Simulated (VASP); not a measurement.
Input of a VASP 6.6.1 run:

File INCAR:

```
PREC     = Accurate       # precision mode
ENCUT    = 520            # plane-wave cutoff, eV
EDIFF    = 1E-7           # SCF threshold, eV
ISMEAR   = -1             # smearing method
SIGMA    = 0.05           # smearing width, eV
LREAL    = False          # projectors in reciprocal space
LASPH    = True           # aspherical terms in the spheres
NELM     = 80             # most SCF steps
ALGO     = Normal         # electronic algorithm
ISIF     = 2              # what is computed and relaxed
LWAVE    = False          # write WAVECAR
LCHARG   = False          # write CHGCAR
GGA      = CA             # functional
NBANDS   = 12             # bands
```

Contents of KPOINTS:

```
Automatic mesh
0
Gamma
  10 10 3
```

Contents of POSCAR:

```
Mg
1.0
    3.1768261656      0.0000000000      0.0000000000
   -1.5884130828      2.7512121628      0.0000000000
    0.0000000000      0.0000000000     10.3188620100
Mg
4
Direct
    0.6666666667      0.3333333333      0.7500000000
    0.0000000000      0.0000000000      0.5000000000
    0.3333333333      0.6666666667      0.2500000000
    0.0000000000      0.0000000000      0.0000000000
```

Potentials or basis: VASP PAW LDA potentials, release 64 (Mg).

Run with:

```console
$ cat potpaw_LDA.64/Mg/POTCAR > POTCAR
$ mpirun -np 1 vasp_std > vasp.out
```

What does it give for the band gap on the k mesh?

Zero (bands 4 and 5 overlap by 1.95 eV).

What does it give for the pressure?

-1.6 GPa.

Stress tensor (GPa, compression positive):
```
-1.97  0.00  0.00
 0.00 -1.97  0.00
 0.00  0.00 -0.92
```
